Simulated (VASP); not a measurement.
Input of a VASP 6.6.1 run:

The input POSCAR:

```
BP
1.0
    0.0000000000      2.2220103300      2.2220103300
    2.2220103300      0.0000000000      2.2220103300
    2.2220103300      2.2220103300      0.0000000000
B P
1 1
Direct
    0.0000000000      0.0000000000      0.0000000000
    0.2500000000      0.2500000000      0.2500000000
```

The input INCAR.step1:

```
SYSTEM = BP
  PREC = Accurate
  ENCUT = 550
  ISMEAR = 0
  SIGMA = 0.01
  LREAL = .False.
  LASPH = .True.
  NELM = 120
  NBANDS = 11
  GGA = PE
  ALGO = Normal
  EDIFF = 1E-5
  LWAVE = .True.
  LCHARG = .False.
  GGA_COMPAT = .False.
```

File INCAR.step2:

```
SYSTEM = BP
  PREC = Accurate
  ENCUT = 550
  EDIFF = 1E-6
  ISMEAR = 0
  SIGMA = 0.01
  LREAL = .False.
  LASPH = .True.
  NELM = 120
  ALGO = Normal
  ISIF = 2
  LWAVE = .False.
  LCHARG = .False.
  METAGGA = R2SCAN
  LMIXTAU = .True.
  NBANDS = 11
  ISTART = 1
  GGA_COMPAT = .False.
```

File KPOINTS:

```
regular mesh
0
Gamma
  8 8 8
  0 0 0
```

Potentials or basis: VASP PAW PBE potentials, release 64 (B, P).

Command:

```console
$ cat potpaw_PBE.64/B/POTCAR potpaw_PBE.64/P/POTCAR > POTCAR
$ cp INCAR.step1 INCAR
$ mpirun -np 1 vasp_std > vasp.out
$ cp INCAR.step2 INCAR
$ mpirun -np 1 vasp_std > vasp.out
```

What does it give for the band gap on the k mesh?

1.40 eV, indirect (least direct gap 3.74 eV).

What does it give for the pressure?

11.2 GPa.

Caveat: the PAW data sets were made with another functional, which shifts forces and pressure a little. A k mesh can miss the band edges.
